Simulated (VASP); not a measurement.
Input of a VASP 6.6.1 run:

File POSCAR:

```
SnO
1.0
    3.8077558228      0.0000000000      0.0000000000
    0.0000000000      3.8077558228      0.0000000000
    0.0000000000      0.0000000000      4.9383380079
Sn O
2 2
Direct
    0.5000000000      0.0000000000      0.2323056539
    0.0000000000      0.5000000000      0.7676943461
    0.0000000000      0.0000000000      0.0000000000
    0.5000000000      0.5000000000      0.0000000000
```

The input INCAR.step1:

```
SYSTEM = SnO
ALGO = Normal
EDIFF = 1E-4
ENCUT = 520
GGA = PE
ISMEAR = 0
LASPH = .TRUE.
LCHARG = .FALSE.
LREAL = .FALSE.
LWAVE = .TRUE.
NBANDS = 28
NELM = 60
PREC = Accurate
SIGMA = 0.02
```

INCAR.step2

```
SYSTEM = SnO
ALGO = Normal
EDIFF = 1E-7
ENCUT = 520
ISIF = 2
ISMEAR = 0
ISTART = 1
LASPH = .TRUE.
LCHARG = .FALSE.
LMIXTAU = .TRUE.
LREAL = .FALSE.
LWAVE = .FALSE.
METAGGA = R2SCAN
NBANDS = 28
NELM = 60
PREC = Accurate
SIGMA = 0.02
```

KPOINTS

```
k-points
0
G
  10 10 8
  0 0 0
```

Potentials or basis: VASP PAW PBE potentials, release 64 (Sn_d, O).

The run is started by

```sh
$ cat potpaw_PBE.64/Sn_d/POTCAR potpaw_PBE.64/O/POTCAR > POTCAR
$ cp INCAR.step1 INCAR
$ mpirun -np 1 vasp_std > vasp.out
$ cp INCAR.step2 INCAR
$ mpirun -np 1 vasp_std > vasp.out
```

**Question.** Predict the pressure.

**Answer.** 0.6 GPa.

**Question.** What does it give for the largest force?

**Answer.** 0.144 eV/Å.

**Question.** Predict the band gap on the k mesh.

**Answer.** 0.37 eV (least direct gap 2.32 eV).

Forces on the atoms (eV/Å):
```
Sn   0.000  0.000  0.144
Sn   0.000  0.000 -0.144
O    0.000  0.000  0.000
O    0.000  0.000  0.000
```

Caveat: semilocal functionals underestimate gaps, and a narrow one can read as zero; the PAW data sets were made with another functional, which shifts forces and pressure a little; spin-orbit coupling is left out, which moves the levels of the heavy elements. A k mesh can miss the band edges.
